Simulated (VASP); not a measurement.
Sn: single point with PBEsol

Crystal: Sn.

```
Sn
1.0
     0.00000    3.27078    3.27078
     3.27078    0.00000    3.27078
     3.27078    3.27078    0.00000
Sn
2
Cartesian
  3.2708 3.2708 3.2708
  4.9062 4.9062 4.9062
```

This isn't the form of Sn at room conditions, which is tetragonal (white tin).

| Item | Value |
| --- | --- |
| Program | VASP 6.6.1 |
| Task | single point |
| Functional | PBEsol |
| Potentials or basis | VASP PAW PBE potentials, release 64 (Sn_d) |
| Cutoff | 520 eV |
| k mesh | 16 × 16 × 16 |
| Occupations | gaussian, width 0.15 eV |
| Spin | no spin polarisation |

```yaml
Pressure: -0.1 GPa
Band_gap_on_the_k_mesh: zero (bands 14 and 15 overlap by 0.19 eV)
```

Levels at points of the mesh, in eV from the Fermi level:
```
           k point  band 12  band 13  band 14  band 15  band 16  band 17
(0.00, 0.00, 0.00)    -0.88     0.07     0.07     0.07     2.13     2.13
(0.50, 0.00, 0.00)    -6.25    -1.10    -1.10    -0.13     3.18     3.18
(0.50, 0.50, 0.00)    -7.47    -2.41    -2.41     0.77     0.77     7.54
```

Wall time 4.1 min on 1 thread of Intel(R) Xeon(R) Platinum 8259CL CPU @ 2.50GHz (Skylake/Cascade Lake) (shared host), peak memory 0.32 GiB.

Caveat: the PAW data sets were made with another functional, which shifts forces and pressure a little; spin-orbit coupling is left out, which moves the levels of the heavy elements.
